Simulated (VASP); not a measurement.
# C (Fd-3m) in VASP: notebook

C is run at these levels: LDA; tasks: relaxation of cell and atoms, single point.

All numbers are computed with VASP 6.6.1; they aren't measurements. Logs are shortened: lines on timing, memory, paths and dates and some standing lists are left out, and cuts for length are marked.

**1. The cell of the first run**

It takes space group Fd-3m (No. 227, cubic). The conventional cell has a = 3.532 Å, b = 3.532 Å, c = 3.532 Å, α = 90.00°, β = 90.00°, γ = 90.00°. Within 2.0 Å of C (site symmetry -43m) lie 4 C at 1.53 Å.

**2. Relaxation of cell and atoms, LDA**

File INCAR:

```
SYSTEM = C
PREC     = Accurate       ! precision mode
ENCUT    = 600            ! plane-wave cutoff, eV
EDIFF    = 1E-7           ! SCF threshold, eV
ISMEAR   = 0              ! smearing method
SIGMA    = 0.02           ! smearing width, eV
LREAL    = .False.        ! projectors in reciprocal space
LASPH    = .True.         ! aspherical terms in the spheres
NELM     = 80             ! most SCF steps
ALGO     = Normal         ! electronic algorithm
ISIF     = 3              ! what is computed and relaxed
LWAVE    = .False.        ! write WAVECAR
LCHARG   = .False.        ! write CHGCAR
GGA      = CA             ! functional
IBRION   = 2              ! ionic algorithm
NSW      = 100            ! ionic steps
EDIFFG   = -0.005         ! ionic threshold
```

File KPOINTS:

```
regular mesh
0
Gamma
  12 12 12
  0 0 0
```

File POSCAR:

```
C
1.0
    0.0000000000      1.7660495858      1.7660495858
    1.7660495858      0.0000000000      1.7660495858
    1.7660495858      1.7660495858      0.0000000000
C
2
Direct
    0.0000000000      0.0000000000      0.0000000000
    0.2500000000      0.2500000000      0.2500000000
```

Potentials or basis: VASP PAW LDA potentials, release 64 (C).

Launch:

```bash
cat potpaw_LDA.64/C/POTCAR > POTCAR
mpirun -np 1 vasp_std > vasp.out
```

OUTCAR:

```text
SYSTEM = C
   PREC = Accurate
   ENCUT = 600
   EDIFF = 1E-7
   ISMEAR = 0
   LREAL = .False.
   LASPH = .True.
   NELM = 80
   ISIF = 3
   GGA = CA
   IBRION = 2
   NSW = 100
   EDIFFG = -0.005

 ion  position               nearest neighbor table
   1  0.000  0.000  0.000-   2 1.53   2 1.53   2 1.53   2 1.53
   2  0.250  0.250  0.250-   1 1.53   1 1.53   1 1.53   1 1.53

  LATTYP: Found a face centered cubic cell.
 ALAT       =     3.5320991716

  Lattice vectors:

 A1 = (   0.0000000000,   1.7660495858,   1.7660495858)
 A2 = (   1.7660495858,   0.0000000000,   1.7660495858)
 A3 = (   1.7660495858,   1.7660495858,   0.0000000000)

Analysis of symmetry for initial positions (statically):
=====================================================================
 Subroutine PRICEL returns:
 Original cell was already a primitive cell.

 Routine SETGRP: Setting up the symmetry group for a
 face centered cubic supercell.

 Subroutine GETGRP returns: Found 48 space group operations
 (whereof 24 operations were pure point group operations)
 out of a pool of 48 trial point group operations.

The static configuration has the point symmetry T_d .
 The point group associated with its full space group is O_h .

Analysis of symmetry for dynamics (positions and initial velocities):
=====================================================================
 Subroutine PRICEL returns:
 Original cell was already a primitive cell.

 Routine SETGRP: Setting up the symmetry group for a
 face centered cubic supercell.

 Subroutine GETGRP returns: Found 48 space group operations
 (whereof 24 operations were pure point group operations)
 out of a pool of 48 trial point group operations.

The dynamic configuration has the point symmetry T_d .
 The point group associated with its full space group is O_h .

 Subroutine INISYM returns: Found 48 space group operations
 (whereof 24 operations are pure point group operations),
 and found     1 'primitive' translations

----------------------------------------------------------------------------------------

                                     Primitive cell

  volume of cell :      11.0164

  direct lattice vectors                    reciprocal lattice vectors
     0.000000000  1.766049586  1.766049586    -0.283117758  0.283117758  0.283117758
     1.766049586  0.000000000  1.766049586     0.283117758 -0.283117758  0.283117758
[... 93 lines left out ...]
   POTIM  = 0.5000    time-step for ionic-motion
   TEBEG  =    0.0;   TEEND  =   0.0 temperature during run
   PSTRESS=    0.0 pullay stress
   NELECT =       8.0000    total number of electrons
   NUPDOWN=      -1.0000    fix difference up-down
   EMIN   =  10.00;   EMAX   =-10.00  energy-range for DOS
   EFERMI =   0.00;   METHOD = LEGACY
   ISMEAR =     0;   SIGMA  =   0.02  broadening in eV -4-tet -1-fermi 0-gaus
   EFERMI_NEDOS =   21; number of points for ismear=-14 and -15
   IALGO  =     38    algorithm
   IMIX   =      4    mixing-type and parameters
     AMIX     =   0.40;   BMIX     =  1.00
     AMIX_MAG =   1.60;   BMIX_MAG =  1.00
  volume/ion in A,a.u.               =       5.51        37.17
  Fermi-wavevector in a.u.,A,eV,Ry     =   1.471494  2.780721 29.460636  2.165296
  Thomas-Fermi vector in A             =   2.586623
   LORBIT       =      0    0 simple, 1 ext, 2 COOP (PROOUT), +10 PAW based schemes
   GGA     = CA    functional components
   LHFCALC =     F    Hartree Fock is set to
   AEXX    =    0.0000 exact exchange contribution
   IVDW    =     0    specifies the selected vdW correction
   LEPSILON=     F    determine dielectric tensor
   LRPA    =     F    only Hartree local field effects (RPA)
 conjugate gradient relaxation of ions
 non-spin polarized calculation
 Gauss-broadening in eV      SIGMA  =   0.02
  energy-cutoff  :      600.00
  volume of cell :       11.02
 maximum number of plane-waves:       380
   NGX =  9   NGY =  9   NGZ =  9

--------------------------------------- Ionic step        1  -------------------------------------------

 number of electron       7.9999998 magnetization

 Free energy of the ion-electron system (eV)
  ---------------------------------------------------
  ext. energy  EPLUGINS =         0.00000000
  ---------------------------------------------------
  free energy    TOTEN  =       -20.25208819 eV

  energy without entropy =      -20.25208819  energy(sigma->0) =      -20.25208819

------------------------ aborting loop because EDIFF is reached ----------------------------------------

  FORCE on cell =-STRESS in cart. coord.  units (eV):
  Direction    XX          YY          ZZ          XY          YZ          ZX
  --------------------------------------------------------------------------------------
  -------------------------------------------------------------------------------------
  Total        0.0474461      0.0474461      0.0474461     -0.0000000      0.0000000     -0.0000000
  in kB        6.9003778      6.9003778      6.9003778     -0.0000000      0.0000000     -0.0000000
  external PRESSURE =       6.9003778 kB  Pullay stress =       0.0000000 kB
[... 59 lines left out ...]
--------------------------------------- Ionic step        3  -------------------------------------------

 number of electron       7.9999998 magnetization

 Free energy of the ion-electron system (eV)
  ---------------------------------------------------
  ext. energy  EPLUGINS =         0.00000000
  ---------------------------------------------------
  free energy    TOTEN  =       -20.25212337 eV

  energy without entropy =      -20.25212337  energy(sigma->0) =      -20.25212337

 E-fermi :  10.2343     XC(G=0): -13.6345

 val. band max:       10.1328218083   @ k =   0.0000   0.0000   0.0000
 cond. band min:      14.3257597932   @ k =   0.3333   0.3333   0.0000
 fundamental gap:      4.1929379849
 Fermi energy:        10.2342504537

 k-point     1 :       0.0000    0.0000    0.0000
  band No.  band energies     occupation
      1     -11.5589      2.00000
      2      10.1328      2.00000
      3      10.1328      2.00000
      4      10.1328      2.00000
      5      15.7540      0.00000
      6      15.7540      0.00000
      7      15.7540      0.00000
      8      24.3289      0.00000
[... 243 lines left out ...]
 k-point    24 :      -0.4167    0.1667    0.0000
  band No.  band energies     occupation
      1      -5.1746      2.00000
      2      -2.6335      2.00000
      3       4.5852      2.00000
      4       6.4586      2.00000
      5      17.7220      0.00000
      6      20.4589      0.00000
      7      21.7555      0.00000
      8      25.7089      0.00000

 [... further k-points ...]
[... 5 lines left out ...]
  --------------------------------------------------------------------------------------
  -------------------------------------------------------------------------------------
  Total        0.0001191      0.0001191      0.0001191     -0.0000000      0.0000000     -0.0000000
  in kB        0.0172985      0.0172985      0.0172985     -0.0000000      0.0000000     -0.0000000
  external PRESSURE =       0.0172985 kB  Pullay stress =       0.0000000 kB
[... 17 lines left out ...]
  FREE ENERGIE OF THE ION-ELECTRON SYSTEM (eV)
  ---------------------------------------------------
  free  energy   TOTEN  =       -20.2521233727 eV

  energy  without entropy=      -20.2521233727  energy(sigma->0) =      -20.25212337

 reached required accuracy - stopping structural energy minimisation
```

OSZICAR:

```text
N       E                     dE             d eps       ncg     rms          rms(c)
DAV:   1     0.447746848166E+00    0.44775E+00   -0.55017E+03  1200   0.110E+03
DAV:   2    -0.209622539528E+02   -0.21410E+02   -0.20307E+02  1840   0.123E+02
DAV:   3    -0.211179820153E+02   -0.15573E+00   -0.15573E+00  1240   0.129E+01
[... 16 lines left out ...]
       N       E                     dE             d eps       ncg     rms          rms(c)
DAV:   1    -0.202521425278E+02   -0.79834E-04   -0.11708E-03  1312   0.353E-01    0.307E-02
DAV:   2    -0.202521284270E+02    0.14101E-04   -0.12612E-05  1248   0.343E-02    0.158E-02
DAV:   3    -0.202521233809E+02    0.50462E-05   -0.11730E-05  1248   0.268E-02    0.223E-03
DAV:   4    -0.202521233727E+02    0.81675E-08   -0.29156E-08  1032   0.235E-03
   3 F= -.20252123E+02 E0= -.20252123E+02  d E =-.351845E-04
```

It took 4.4 s on 1 thread of Intel Xeon 6975P-C (Granite Rapids), shared host; peak memory 0.11 GiB.

What came out:

- Free energy: -20.2521 eV
- Relaxed volume: 5.52 Å³/atom
- Relaxed cell: a = 2.499 Å, b = 2.499 Å, c = 2.499 Å, α = 60.00°, β = 60.00°, γ = 60.00°
- Space group after relaxing (to 0.05 Å): Fd-3m (No. 227)
- Energy gained by relaxing: 0.0 meV/atom
- Ionic steps: 3
- Pressure after relaxing: 0.0 GPa
- Band gap on the k mesh: 4.19 eV, indirect (least direct gap 5.62 eV)

Final structure:
```
C
1.0
     0.00000    1.76692    1.76692
     1.76692    0.00000    1.76692
     1.76692    1.76692    0.00000
C
2
Direct
  0.00000 0.00000 0.00000
  0.25000 0.25000 0.25000
```

Levels at points of the mesh, in eV from the valence-band top:
```csv
k point,band 2,band 3,band 4,band 5,band 6,band 7
"(0.00, 0.00, 0.00)",0.00,0.00,0.00,5.62,5.62,5.62
"(0.50, 0.00, 0.00)",-13.67,-2.86,-2.86,8.50,8.50,9.40
"(0.50, 0.50, 0.00)",-12.81,-6.46,-6.46,4.77,4.77,17.05
```

A k mesh can miss the band edges. Expect the measured gap to be larger: semilocal functionals such as LDA lack the derivative discontinuity.

**3. Relaxation of cell and atoms, LDA**

File INCAR:

```
PREC = Accurate
ENCUT = 600
EDIFF = 1E-7
ISMEAR = 0
SIGMA = 0.01
LREAL = False
LASPH = True
NELM = 60
ALGO = Normal
ISIF = 3
LWAVE = False
LCHARG = False
GGA = CA
IBRION = 2
NSW = 80
EDIFFG = -0.001
```

File KPOINTS:

```
regular mesh
0
Gamma
  12 12 12
```

File POSCAR:

```
C
1.0
    0.0000000000      1.7658688059      1.7658688059
    1.7658688059      0.0000000000      1.7658688059
    1.7658688059      1.7658688059      0.0000000000
C
2
Direct
    0.0000000000      0.0000000000      0.0000000000
    0.2500000000      0.2500000000      0.2500000000
```

Potentials or basis: VASP PAW LDA potentials, release 64 (C).

Launch:

```bash
cat potpaw_LDA.64/C/POTCAR > POTCAR
mpirun -np 1 vasp_std > vasp.out
```

Run time: 4.6 s. Hardware: 1 thread of Intel Xeon 6975P-C (Granite Rapids), shared host; peak memory 0.11 GiB.

Results (log left out):

* Free energy: -20.2521 eV
* Relaxed volume: 5.52 Å³/atom
* Relaxed cell: a = 2.499 Å, b = 2.499 Å, c = 2.499 Å, α = 60.00°, β = 60.00°, γ = 60.00°
* Space group after relaxing (to 0.05 Å): Fd-3m (No. 227)
* Energy gained by relaxing: 0.0 meV/atom
* Ionic steps: 3
* Pressure after relaxing: 0.0 GPa
* Band gap on the k mesh: 4.19 eV, indirect (least direct gap 5.62 eV)

Final structure:
```
C
1.0
     0.00000    1.76692    1.76692
     1.76692    0.00000    1.76692
     1.76692    1.76692    0.00000
C
2
Direct
  0.00000 0.00000 0.00000
  0.25000 0.25000 0.25000
```

Levels at points of the mesh, in eV from the valence-band top:
```csv
k point,band 1,band 2,band 3,band 4,band 5,band 6,band 7,band 8
"(0.00, 0.00, 0.00)",-21.69,0.00,0.00,0.00,5.62,5.62,5.62,14.20
"(0.50, 0.00, 0.00)",-15.69,-13.67,-2.86,-2.86,8.50,8.50,9.40,15.66
"(0.50, 0.50, 0.00)",-12.81,-12.81,-6.46,-6.46,4.77,4.77,17.05,17.05
```

A k mesh can miss the band edges. A hybrid or GW would open this gap; LDA tends to underestimate it.

**4. Single point, LDA**

File INCAR:

```
SYSTEM = C
PREC = Accurate ; ENCUT = 910
EDIFF = 1E-6 ; ISMEAR = 0
SIGMA = 0.02 ; LREAL = .FALSE.
LASPH = .TRUE. ; NELM = 120
ALGO = Normal ; ISIF = 2
LWAVE = .FALSE. ; LCHARG = .FALSE.
GGA = CA ; NBANDS = 11
GGA_COMPAT = .FALSE.
```

File KPOINTS:

```
regular mesh
0
G
  12 12 12
  0 0 0
```

POSCAR is that of step 3.

Potentials or basis: VASP PAW LDA potentials, release 64 (C_h).

Launch:

```bash
cat potpaw_LDA.64/C_h/POTCAR > POTCAR
mpirun -np 1 vasp_std > vasp.out
```

It used 14 s of CPU time on 1 thread of AMD EPYC 7R13 Processor (Zen 3) (shared host).

It converged, with:

* Free energy: -20.2668 eV
* Pressure: 0.7 GPa
* Band gap on the k mesh: 4.20 eV, indirect (least direct gap 5.63 eV)

Levels at points of the mesh, in eV from the valence-band top:
```tsv
k point	band 1	band 2	band 3	band 4	band 5	band 6	band 7	band 8	band 9
(0.00, 0.00, 0.00)	-21.72	0.00	0.00	0.00	5.63	5.63	5.63	14.23	19.40
(0.50, 0.00, 0.00)	-15.71	-13.69	-2.87	-2.87	8.51	8.51	9.42	15.67	21.95
(0.50, 0.50, 0.00)	-12.82	-12.82	-6.47	-6.47	4.77	4.77	17.07	17.07	23.47
```

Caveat: the cutoff is under 1.25 times the usual one of these potentials, so pressure, stress and relaxed cells hold a basis-set (Pulay) error. A k mesh can miss the band edges.

**5. Single point, LDA**

File INCAR:

```
ALGO     = Normal         # electronic algorithm
EDIFF    = 1E-6           # SCF threshold, eV
ENCUT    = 910            # plane-wave cutoff, eV
GGA_COMPAT= F            
ISIF     = 2              # what is computed and relaxed
ISMEAR   = 0              # smearing method
LASPH    = T              # aspherical terms in the spheres
LCHARG   = F              # write CHGCAR
LREAL    = F              # projectors in reciprocal space
LWAVE    = F              # write WAVECAR
NBANDS   = 11             # bands
NELM     = 120            # most SCF steps
PREC     = Accurate       # precision mode
SIGMA    = 0.01           # smearing width, eV
```

File KPOINTS:

```
k-points
0
Gamma
  12 12 12
```

POSCAR is that of step 4.

Launch:

```bash
cat potpaw_LDA.64/C_h/POTCAR > POTCAR
mpirun -np 1 vasp_std > vasp.out
```

It used 45 s of CPU time on 1 thread of AMD EPYC 7R13 Processor (Zen 3), on a shared host.

The run converged. Its results:

```yaml
Free_energy: -20.2668 eV
Pressure: 0.7 GPa
Band_gap_on_the_k_mesh: 4.20 eV, indirect (least direct gap 5.63 eV)
```

Levels at points of the mesh, in eV from the valence-band top:
```tsv
k point	band 1	band 2	band 3	band 4	band 5	band 6	band 7	band 8	band 9
(0.00, 0.00, 0.00)	-21.72	0.00	0.00	0.00	5.63	5.63	5.63	14.23	19.40
(0.50, 0.00, 0.00)	-15.71	-13.69	-2.87	-2.87	8.51	8.51	9.42	15.67	21.95
(0.50, 0.50, 0.00)	-12.82	-12.82	-6.47	-6.47	4.77	4.77	17.07	17.07	23.47
```

Caveat: the cutoff is under 1.25 times the usual one of these potentials, so pressure, stress and relaxed cells hold a basis-set (Pulay) error.

**6. Summary**

| task | potentials or basis | cell | cutoff (eV) | smearing | second run | gap on the mesh (eV) | pressure (GPa) | relaxed volume (Å³/atom) |
| --- | --- | --- | --- | --- | --- | --- | --- | --- |
| relaxation of cell and atoms | VASP PAW LDA potentials, release 64 (C) | relaxed from a = 2.498 Å, angles 60.0°, 2 atoms | 600 | gaussian 0.02 eV | - | 4.19 | 0.0 | 5.52 |
| relaxation of cell and atoms | VASP PAW LDA potentials, release 64 (C) | relaxed from a = 2.497 Å, angles 60.0°, 2 atoms | 600 | gaussian 0.01 eV | - | 4.19 | 0.0 | 5.52 |
| single point | VASP PAW LDA potentials, release 64 (C_h) | a = 2.497 Å, angles 60.0°, 2 atoms | 910 | gaussian 0.02 eV | hard_potentials | 4.20 | 0.7 | - |
| single point | VASP PAW LDA potentials, release 64 (C_h) | a = 2.497 Å, angles 60.0°, 2 atoms | 910 | gaussian 0.01 eV | hard_potentials | 4.20 | 0.7 | - |

Alike in all rows: level LDA; no spin polarisation; k mesh 12 × 12 × 12.

Caveats: the cutoff is under 1.25 times the usual one of these potentials, so pressure, stress and relaxed cells hold a basis-set (Pulay) error (some runs).

Absolute energies hang on the potentials; compare differences alone.
